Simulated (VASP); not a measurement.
# N (P4_2/mnm) in VASP: notebook

Runs on N. Level: PBEsol. Tasks: single point, relaxation of cell and atoms.

Program: VASP 6.6.1. These are calculated values, not measurements. Logs are shortened: lines on timing, memory, paths and dates and some standing lists are left out, and cuts for length are marked.

## (1) The cell of the first run

Symmetry: P4_2/mnm, No. 136, tetragonal system. Conventional cell: a = 4.388 Å, b = 4.388 Å, c = 5.720 Å, α = 90.00°, β = 90.00°, γ = 90.00°. Within 1.5 Å of N (site symmetry m2m) lie 1 N at 1.10 Å.

## (2) Single point, PBEsol

Input file INCAR:

```
  PREC = Accurate
  ENCUT = 520
  EDIFF = 1E-6
  ISMEAR = 0
  SIGMA = 0.02
  LREAL = F
  LASPH = T
  NELM = 80
  ALGO = Normal
  ISIF = 2
  LWAVE = F
  LCHARG = F
  GGA = PS
  NBANDS = 18
```

Input file KPOINTS:

```
regular mesh
0
Gamma
  6 6 4
```

Input file POSCAR:

```
N
1.0
    4.3884438668      0.0000000000      0.0000000000
    0.0000000000      4.3884438668      0.0000000000
    0.0000000000      0.0000000000      5.7196273527
N
4
Direct
    0.9113997444      0.9113997444      0.0000000000
    0.5886002556      0.4113997444      0.5000000000
    0.0886002556      0.0886002556      0.0000000000
    0.4113997444      0.5886002556      0.5000000000
```

Potentials or basis: VASP PAW PBE potentials, release 64 (N).

On the command line:

```sh
$ cat potpaw_PBE.64/N/POTCAR > POTCAR
$ mpirun -np 1 vasp_std > vasp.out
```

OUTCAR:

```text
PREC = Accurate
   ENCUT = 520
   EDIFF = 1E-6
   ISMEAR = 0
   LREAL = F
   LASPH = T
   NELM = 80
   ISIF = 2
   GGA = PS

 ion  position               nearest neighbor table
   1  0.911  0.911  0.000-   3 1.10
   2  0.589  0.411  0.500-   4 1.10
   3  0.089  0.089  0.000-   1 1.10
   4  0.411  0.589  0.500-   2 1.10

  LATTYP: Found a simple tetragonal cell.
 ALAT       =     4.3884438668
 C/A-ratio  =     1.3033383874

  Lattice vectors:

 A1 = (   4.3884438668,   0.0000000000,   0.0000000000)
 A2 = (   0.0000000000,   4.3884438668,   0.0000000000)
 A3 = (   0.0000000000,   0.0000000000,   5.7196273527)

Analysis of symmetry for initial positions (statically):
=====================================================================
 Subroutine PRICEL returns:
 Original cell was already a primitive cell.

 Routine SETGRP: Setting up the symmetry group for a
 simple tetragonal supercell.

 Subroutine GETGRP returns: Found 16 space group operations
 (whereof  8 operations were pure point group operations)
 out of a pool of 16 trial point group operations.

The static configuration has the point symmetry D_2h.
 The point group associated with its full space group is D_4h.

Analysis of symmetry for dynamics (positions and initial velocities):
=====================================================================
 Subroutine PRICEL returns:
 Original cell was already a primitive cell.

 Routine SETGRP: Setting up the symmetry group for a
 simple tetragonal supercell.

 Subroutine GETGRP returns: Found 16 space group operations
 (whereof  8 operations were pure point group operations)
 out of a pool of 16 trial point group operations.

The dynamic configuration has the point symmetry D_2h.
 The point group associated with its full space group is D_4h.

 Subroutine INISYM returns: Found 16 space group operations
 (whereof  8 operations are pure point group operations),
 and found     1 'primitive' translations

----------------------------------------------------------------------------------------

                                     Primitive cell

  volume of cell :     110.1511

  direct lattice vectors                    reciprocal lattice vectors
     4.388443867  0.000000000  0.000000000     0.227871207  0.000000000  0.000000000
     0.000000000  4.388443867  0.000000000     0.000000000  0.227871207  0.000000000
     0.000000000  0.000000000  5.719627353     0.000000000  0.000000000  0.174836565

  length of vectors
     4.388443867  4.388443867  5.719627353     0.227871207  0.227871207  0.174836565

  position of ions in fractional coordinates (direct lattice)
     0.911399744  0.911399744  0.000000000
     0.588600256  0.411399744  0.500000000
     0.088600256  0.088600256  0.000000000
     0.411399744  0.588600256  0.500000000

  ion indices of the primitive-cell ions
   primitive index   ion index
                 1           1
                 2           2
                 3           3
                 4           4

----------------------------------------------------------------------------------------

 KPOINTS: regular mesh

Automatic generation of k-mesh.
 Grid dimensions read from file:
 generate k-points for:    6    6    4

 Generating k-lattice:

  Cartesian coordinates                     Fractional coordinates (reciprocal lattice)
     0.037978534  0.000000000  0.000000000     0.166666667  0.000000000  0.000000000
     0.000000000  0.037978534  0.000000000     0.000000000  0.166666667  0.000000000
     0.000000000  0.000000000  0.043709141     0.000000000  0.000000000  0.250000000

  Length of vectors
     0.037978534  0.037978534  0.043709141

  Shift w.r.t. Gamma in fractional coordinates (k-lattice)
     0.000000000  0.000000000  0.000000000

 Subroutine IBZKPT returns following result:
 ===========================================

 Found     30 irreducible k-points:

 Following reciprocal coordinates:
            Coordinates               Weight
  0.000000  0.000000  0.000000      1.000000
  0.166667  0.000000  0.000000      4.000000
  0.333333  0.000000  0.000000      4.000000
  0.500000  0.000000  0.000000      2.000000
  0.166667  0.166667  0.000000      4.000000
  0.333333  0.166667  0.000000      8.000000
[... 16 lines left out ...]
  0.333333  0.000000  0.500000      4.000000
  0.500000  0.000000  0.500000      2.000000
 [... further k-points ...]
   k-points           NKPTS =     30   k-points in BZ     NKDIM =     30   number of bands    NBANDS=     18
   number of dos      NEDOS =    301   number of ions     NIONS =      4
   total plane-waves  NPLWV =  62208
   dimension x,y,z NGX =    36 NGY =   36 NGZ =   48
   dimension x,y,z NGXF=    72 NGYF=   72 NGZF=   96
   ions per type =               4
   NGX,Y,Z   is equivalent  to a cutoff of  13.64, 13.64, 13.95 a.u.
   NGXF,Y,Z  is equivalent  to a cutoff of  27.28, 27.28, 27.90 a.u.
 SYSTEM =  unknown system
   PREC   = accura    normal or accurate (medium, high low for compatibility)
   ISTART =      0    job   : 0-new  1-cont  2-samecut
   ICHARG =      2    charge: 1-file 2-atom 10-const
   ISPIN  =      1    spin polarized calculation?
   LNONCOLLINEAR =      F non collinear calculations
   LSORBIT =      F    spin-orbit coupling
   LASPH  =      T    aspherical Exc in radial PAW
   ENCUT  =  520.0 eV  38.22 Ry    6.18 a.u.   8.16  8.16 10.63*2*pi/ulx,y,z
   NELM   =     80;   NELMIN=  2; NELMDL= -5     # of ELM steps
   EDIFF  = 0.1E-05   stopping-criterion for ELM
   LREAL  =      F    real-space projection
   EDIFFG = 0.1E-04   stopping-criterion for IOM
   NSW    =      0    number of steps for IOM
   IBRION =     -1    ionic relax: 0-MD 1-quasi-New 2-CG
   NFREE  =      0    steps in history (QN), initial steepest desc. (CG)
   ISIF   =      2    stress and relaxation
   ISYM   =      2    0-nonsym 1-usesym 2-fastsym
   POTIM  = 0.5000    time-step for ionic-motion
   TEBEG  =    0.0;   TEEND  =   0.0 temperature during run
   PSTRESS=    0.0 pullay stress
   NELECT =      20.0000    total number of electrons
   NUPDOWN=      -1.0000    fix difference up-down
   EMIN   =  10.00;   EMAX   =-10.00  energy-range for DOS
   EFERMI =   0.00;   METHOD = LEGACY
   ISMEAR =     0;   SIGMA  =   0.02  broadening in eV -4-tet -1-fermi 0-gaus
   EFERMI_NEDOS =   21; number of points for ismear=-14 and -15
   IALGO  =     38    algorithm
   IMIX   =      4    mixing-type and parameters
     AMIX     =   0.40;   BMIX     =  1.00
     AMIX_MAG =   1.60;   BMIX_MAG =  1.00
  volume/ion in A,a.u.               =      27.54       185.83
  Fermi-wavevector in a.u.,A,eV,Ry     =   0.927019  1.751812 11.692356  0.859364
  Thomas-Fermi vector in A             =   2.053044
   LORBIT       =      0    0 simple, 1 ext, 2 COOP (PROOUT), +10 PAW based schemes
   GGA     = PS    functional components
   LHFCALC =     F    Hartree Fock is set to
   AEXX    =    0.0000 exact exchange contribution
   IVDW    =     0    specifies the selected vdW correction
   LEPSILON=     F    determine dielectric tensor
   LRPA    =     F    only Hartree local field effects (RPA)
 non-spin polarized calculation
 Gauss-broadening in eV      SIGMA  =   0.02
  energy-cutoff  :      520.00
  volume of cell :      110.15
 maximum number of plane-waves:      3000
 NGX is ok and might be reduce to    36
   NGX = 17   NGY = 17   NGZ = 21

 number of electron      20.0000004 magnetization

 Free energy of the ion-electron system (eV)
  ---------------------------------------------------
  ext. energy  EPLUGINS =         0.00000000
  ---------------------------------------------------
  free energy    TOTEN  =       -34.13946733 eV

  energy without entropy =      -34.13946733  energy(sigma->0) =      -34.13946733

 E-fermi :  -7.0058     XC(G=0):  -5.6657

 val. band max:       -7.1630883595   @ k =   0.5000   0.5000   0.5000
 cond. band min:       0.1317830877   @ k =   0.0000   0.0000   0.0000
 fundamental gap:      7.2948714472
 Fermi energy:        -7.0057827005

 k-point     1 :       0.0000    0.0000    0.0000
  band No.  band energies     occupation
      1     -25.5160      2.00000
      2     -25.4885      2.00000
      3     -10.4281      2.00000
      4     -10.4281      2.00000
      5      -9.0294      2.00000
      6      -8.7096      2.00000
[... 10 lines left out ...]
     17       6.0394      0.00000
     18       9.5066      0.00000

 k-point     2 :       0.1667    0.0000    0.0000
  band No.  band energies     occupation
      1     -25.5129      2.00000
      2     -25.4891      2.00000
      3     -10.4608      2.00000
      4     -10.4594      2.00000
      5      -8.9993      2.00000
      6      -8.7583      2.00000
[... 10 lines left out ...]
     17       6.2180      0.00000
     18       8.4195      0.00000

 k-point     3 :       0.3333    0.0000    0.0000
  band No.  band energies     occupation
      1     -25.5055      2.00000
      2     -25.4916      2.00000
      3     -10.5252      2.00000
      4     -10.5228      2.00000
      5      -8.9199      2.00000
      6      -8.8173      2.00000
[... 10 lines left out ...]
     17       6.7353      0.00000
     18       7.8570      0.00000

 k-point     4 :       0.5000    0.0000    0.0000
  band No.  band energies     occupation
      1     -25.4973      2.00000
      2     -25.4973      2.00000
      3     -10.5559      2.00000
      4     -10.5559      2.00000
      5      -8.8220      2.00000
      6      -8.8220      2.00000
[... 375 lines left out ...]
      4     -10.4593      2.00000
      5      -8.9014      2.00000
      6      -8.9014      2.00000
[... 10 lines left out ...]
     17       8.1451      0.00000
     18       8.1451      0.00000

 k-point    23 :       0.3333    0.0000    0.5000
  band No.  band energies     occupation
      1     -25.4984      2.00000
      2     -25.4984      2.00000
      3     -10.5288      2.00000
      4     -10.5288      2.00000
      5      -8.9112      2.00000
      6      -8.9112      2.00000
[... 10 lines left out ...]
     17       7.0668      0.00000
     18       7.0668      0.00000

 k-point    24 :       0.5000    0.0000    0.5000
  band No.  band energies     occupation
      1     -25.4971      2.00000
      2     -25.4971      2.00000
      3     -10.5630      2.00000
      4     -10.5630      2.00000
      5      -8.9157      2.00000
      6      -8.9157      2.00000
[... 10 lines left out ...]
     17       6.5137      0.00000
     18       6.5137      0.00000

 [... further k-points ...]

------------------------ aborting loop because EDIFF is reached ----------------------------------------

  FORCE on cell =-STRESS in cart. coord.  units (eV):
  Direction    XX          YY          ZZ          XY          YZ          ZX
  --------------------------------------------------------------------------------------
  -------------------------------------------------------------------------------------
  Total        1.9384049      1.9384049     -0.0995180      0.0000000      0.0000000      0.0000000
  in kB       28.1946208     28.1946208     -1.4475168      0.0000000      0.0000000      0.0000000
  external PRESSURE =      18.3139083 kB  Pullay stress =       0.0000000 kB

 VOLUME and BASIS-vectors are now :
 -----------------------------------------------------------------------------
  energy-cutoff  :      520.00
  volume of cell :      110.15
      direct lattice vectors                 reciprocal lattice vectors
     4.388443867  0.000000000  0.000000000     0.227871207  0.000000000  0.000000000
     0.000000000  4.388443867  0.000000000     0.000000000  0.227871207  0.000000000
     0.000000000  0.000000000  5.719627353     0.000000000  0.000000000  0.174836565

 POSITION                                       TOTAL-FORCE (eV/Angst)
 -----------------------------------------------------------------------------------
      3.99963      3.99963      0.00000        -1.327936     -1.327936     -0.000000
      2.58304      1.80540      2.85981         1.327936     -1.327936      0.000000
      0.38882      0.38882      0.00000         1.327936      1.327936      0.000000
      1.80540      2.58304      2.85981        -1.327936      1.327936      0.000000
 -----------------------------------------------------------------------------------
    total drift:                                0.000000      0.000000     -0.000000

  FREE ENERGIE OF THE ION-ELECTRON SYSTEM (eV)
  ---------------------------------------------------
  free  energy   TOTEN  =       -34.1394673333 eV

  energy  without entropy=      -34.1394673333  energy(sigma->0) =      -34.13946733
```

Wall time 33 s (1 thread of Intel Xeon Platinum 8259CL at 2.50GHz (Skylake/Cascade Lake), shared host); peak memory 0.23 GiB.

What came out:

```yaml
Free_energy: -34.1395 eV
Pressure: 1.8 GPa
Largest_force: 1.878 eV/Å
Band_gap_on_the_k_mesh: 7.29 eV (least direct gap 7.40 eV)
```

Forces on the atoms (eV/Å):
```
N   -1.328 -1.328  0.000
N    1.328 -1.328  0.000
N    1.328  1.328  0.000
N   -1.328  1.328  0.000
```

Stress tensor (GPa, compression positive):
```
 2.82  0.00  0.00
 0.00  2.82  0.00
 0.00  0.00 -0.14
```

Levels at points of the mesh, in eV from the valence-band top:
```
           k point  band 8  band 9  band 10  band 11  band 12  band 13
(0.00, 0.00, 0.00)   -1.48   -0.63    -0.10     7.29     7.94     8.19
(0.50, 0.00, 0.00)   -1.66   -0.15    -0.15     8.02     8.02     8.04
(0.50, 0.50, 0.00)   -1.63   -0.01    -0.01     7.89     7.89     8.57
(0.00, 0.00, 0.50)   -1.55   -0.31    -0.31     7.60     7.60     8.18
(0.50, 0.00, 0.50)   -1.54   -0.17    -0.17     7.77     7.77     8.26
(0.50, 0.50, 0.50)   -1.65    0.00     0.00     7.88     7.88     8.57
```

Caveat: the standard files for N, O and F lose accuracy on very short bonds; this functional lacks dispersion, which holds the molecules together, so the pressure and a relaxed volume are unreliable; the PAW data sets were made with another functional, which shifts forces and pressure a little; this functional lacks dispersion, which binds layers or chains, so the pressure and a relaxed spacing across them are unreliable. A k mesh can miss the band edges.

## (3) Relaxation of cell and atoms, PBEsol

Input file INCAR:

```
PREC = Accurate
ENCUT = 600
EDIFF = 1E-6
ISMEAR = 0
SIGMA = 0.02
LREAL = F
LASPH = T
NELM = 60
ALGO = Normal
ISIF = 3
LWAVE = F
LCHARG = F
GGA = PS
IBRION = 2
NSW = 100
EDIFFG = -0.01
```

Input file KPOINTS:

```
Automatic mesh
0
Gamma
  6 6 4
```

POSCAR is that of step 2.

Potentials or basis: VASP PAW PBE potentials, release 64 (N).

On the command line:

```sh
$ cat potpaw_PBE.64/N/POTCAR > POTCAR
$ mpirun -np 1 vasp_std > vasp.out
```

OUTCAR:

```text
PREC = Accurate
   ENCUT = 600
   EDIFF = 1E-6
   ISMEAR = 0
   LREAL = F
   LASPH = T
   NELM = 60
   ISIF = 3
   GGA = PS
   IBRION = 2
   NSW = 100
   EDIFFG = -0.01

 ion  position               nearest neighbor table
   1  0.911  0.911  0.000-   3 1.10
   2  0.589  0.411  0.500-   4 1.10
   3  0.089  0.089  0.000-   1 1.10
   4  0.411  0.589  0.500-   2 1.10

  LATTYP: Found a simple tetragonal cell.
 ALAT       =     4.3884438668
 C/A-ratio  =     1.3033383874

  Lattice vectors:

 A1 = (   4.3884438668,   0.0000000000,   0.0000000000)
 A2 = (   0.0000000000,   4.3884438668,   0.0000000000)
 A3 = (   0.0000000000,   0.0000000000,   5.7196273527)

Analysis of symmetry for initial positions (statically):
[... 395 lines left out ...]
      4      -9.9805      2.00000
      5      -8.5716      2.00000
      6      -8.0728      2.00000
      7      -8.0728      2.00000
      8      -7.9923      2.00000
      9      -7.4970      2.00000
     10      -6.7856      2.00000
     11       0.2948      0.00000
     12       1.0764      0.00000
     13       1.4231      0.00000
     14       1.4231      0.00000
[... 377 lines left out ...]
      1     -24.8396      2.00000
      2     -24.8396      2.00000
      3     -10.2055      2.00000
      4     -10.2055      2.00000
      5      -8.3774      2.00000
      6      -8.3774      2.00000
      7      -8.0762      2.00000
      8      -8.0762      2.00000
      9      -6.8575      2.00000
     10      -6.8575      2.00000
     11       0.9028      0.00000
     12       0.9028      0.00000
     13       1.5034      0.00000
     14       1.5034      0.00000

 [... further k-points ...]

------------------------ aborting loop because EDIFF is reached ----------------------------------------

  FORCE on cell =-STRESS in cart. coord.  units (eV):
  Direction    XX          YY          ZZ          XY          YZ          ZX
  --------------------------------------------------------------------------------------
  -------------------------------------------------------------------------------------
  Total        0.0002449      0.0002449      0.0143123     -0.0000000      0.0000000      0.0000000
  in kB        0.0041450      0.0041450      0.2422752     -0.0000000      0.0000000      0.0000000
  external PRESSURE =       0.0835217 kB  Pullay stress =       0.0000000 kB
[... 19 lines left out ...]
  FREE ENERGIE OF THE ION-ELECTRON SYSTEM (eV)
  ---------------------------------------------------
  free  energy   TOTEN  =       -34.1852116497 eV

  energy  without entropy=      -34.1852116497  energy(sigma->0) =      -34.18521165

 reached required accuracy - stopping structural energy minimisation
```

It took 8.4 min on 1 thread of Intel Xeon Platinum 8259CL at 2.50GHz (Skylake/Cascade Lake), shared host; peak memory 0.25 GiB.

What came out:

* Free energy: -34.1852 eV
* Relaxed volume: 23.66 Å³/atom
* Relaxed cell: a = 4.157 Å, b = 4.157 Å, c = 5.476 Å, α = 90.00°, β = 90.00°, γ = 90.00°
* Space group after relaxing (to 0.1 Å): P4_2/mnm (No. 136)
* Pressure after relaxing: 0.0 GPa
* Band gap on the k mesh: 6.90 eV (least direct gap 7.08 eV)

Final structure:
```xyz
4
Lattice="4.1574 0.0000 0.0000 0.0000 4.1574 0.0000 0.0000 0.0000 5.4761" Properties=species:S:1:pos:R:3 pbc="T T T"
N     3.7647    3.7647    0.0000
N     2.4714    1.6860    2.7381
N     0.3927    0.3927    0.0000
N     1.6860    2.4714    2.7381
```

Levels at points of the mesh, in eV from the valence-band top:
| k point | band 8 | band 9 | band 10 | band 11 | band 12 | band 13 |
| --- | --- | --- | --- | --- | --- | --- |
| (0.00, 0.00, 0.00) | -1.39 | -0.89 | -0.18 | 6.90 | 7.68 | 8.03 |
| (0.50, 0.00, 0.00) | -1.65 | -0.21 | -0.21 | 7.83 | 7.83 | 7.84 |
| (0.50, 0.50, 0.00) | -1.60 | -0.03 | -0.03 | 7.63 | 7.63 | 8.53 |
| (0.00, 0.00, 0.50) | -1.48 | -0.41 | -0.41 | 7.27 | 7.27 | 8.02 |
| (0.50, 0.00, 0.50) | -1.47 | -0.25 | -0.25 | 7.51 | 7.51 | 8.11 |
| (0.50, 0.50, 0.50) | -1.63 | 0.00 | 0.00 | 7.65 | 7.65 | 8.53 |

Caveat: the standard files for N, O and F lose accuracy on very short bonds; this functional lacks dispersion, which holds the molecules together, so the pressure and a relaxed volume are unreliable; the PAW data sets were made with another functional, which shifts forces and pressure a little.
